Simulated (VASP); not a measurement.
Here is a VASP 6.6.1 calculation.

Contents of INCAR:

```
  ALGO = Fast
  EDIFF = 1E-6
  ENCUT = 520
  GGA = PS
  ISIF = 2
  ISMEAR = 0
  LASPH = True
  LCHARG = True
  LELF = True
  LREAL = False
  LVHAR = True
  LWAVE = False
  NBANDS = 19
  NELM = 80
  PREC = Accurate
  SIGMA = 0.15
```

File KPOINTS:

```
k-points
0
Gamma
  18 18 10
```

File POSCAR:

```
Zr
1.0
    3.1835182492      0.0000000000      0.0000000000
   -1.5917591246      2.7570076772      0.0000000000
    0.0000000000      0.0000000000      5.0697950000
Zr
2
Direct
    0.3333333333      0.6666666667      0.2500000000
    0.6666666667      0.3333333333      0.7500000000
```

Potentials or basis: VASP PAW PBE potentials, release 64 (Zr_sv).

Run with:

```console
$ cat potpaw_PBE.64/Zr_sv/POTCAR > POTCAR
$ mpirun -np 1 vasp_std > vasp.out
```

**Question.** Predict the pressure.

**Answer.** 1.1 GPa.

**Question.** Estimate the band gap on the k mesh.

**Answer.** Zero (bands 12 and 13 overlap by 1.22 eV).

Stress tensor (GPa, compression positive):
```
0.84 0.00 0.00
0.00 0.84 0.00
0.00 0.00 1.71
```

Caveat: the cell differs from its parent crystal (strain -0.015 along x and y, -0.015 along z); the PAW data sets were made with another functional, which shifts forces and pressure a little.
